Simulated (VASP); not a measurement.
B, 6 atoms in the cell. The typed cell holds 6 atoms: a = 1.714 Å, b = 1.714 Å, c = 26.208 Å, α = 90.00°, β = 90.00°, γ = 120.00°. This isn't the form of B at room conditions, which is rhombohedral.

* Program: VASP 6.6.1
* Task: single point
* Functional: PBE
* Potentials or basis: VASP PAW PBE potentials, release 64 (B)
* Cutoff: 520 eV
* k mesh: 12 × 12 × 2
* Occupations: gaussian, width 0.1 eV
* Spin: no spin polarisation
* Dipole correction: no
* Further INCAR settings: ALGO = Normal; EDIFF = 1e-06; NBANDS = 18

Potentials or basis: VASP PAW PBE potentials, release 64 (B).

Run with:

```console
$ cat potpaw_PBE.64/B/POTCAR > POTCAR
$ mpirun -np 1 vasp_std > vasp.out
```

Hardware: 1 thread of Intel(R) Xeon(R) Platinum 8488C (Sapphire Rapids) (shared host).

**Question.** How long does it take, and how much memory?

**Answer.** It took 28 s on 1 thread of Intel(R) Xeon(R) Platinum 8488C (Sapphire Rapids) (shared host), peak memory 0.18 GiB. Counts: scf iterations 15, k points 38.
